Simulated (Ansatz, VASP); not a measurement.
One calculation of InSe, two programs

```
CELL_PARAMETERS angstrom
4.03178 0.00000 0.00000
-2.01589 3.49163 0.00000
0.00000 0.00000 16.76130
ATOMIC_POSITIONS crystal
In 0.33333 0.66667 0.16665
In 0.66667 0.33333 0.66665
In 0.33333 0.66667 0.33335
In 0.66667 0.33333 0.83335
Se 0.33333 0.66667 0.58987
Se 0.66667 0.33333 0.08987
Se 0.33333 0.66667 0.91013
Se 0.66667 0.33333 0.41013
```

Alike in both runs: functional PBE; dispersion D3(BJ); k mesh 12 × 12 × 2; occupations gaussian, width 0.02 eV; no spin polarisation.

Ansatz relaxed the structure, and its values are those at the end. VASP's run is a single point on that final structure, the one shown.

|  | VASP | Ansatz |
| --- | --- | --- |
| version | VASP 6.6.1 | Ansatz 0.2.0 |
| potentials or method | VASP PAW PBE potentials, release 64 (In_d, Se), cutoff 520 eV | scalar-relativistic, plane waves, PAW |
| valence electrons in the cell | 76 | 116 |

|  | VASP | Ansatz | Ansatz less VASP |
| --- | --- | --- | --- |
| gap on the k mesh at the Fermi level (eV) | 0.36 | 0.37 | +0.013 |
| least direct gap on the mesh (eV) | 0.36 | 0.37 | +0.013 |
| pressure (GPa) | 0.0 | 0.0 | -0.04 |
| rms of the force components (eV/Å) | 0.009 | 0.001 | -0.0077 |

VASP's potentials hold 76 valence electrons a cell and Ansatz's 116, so a difference there can come from the potentials and not from the codes.
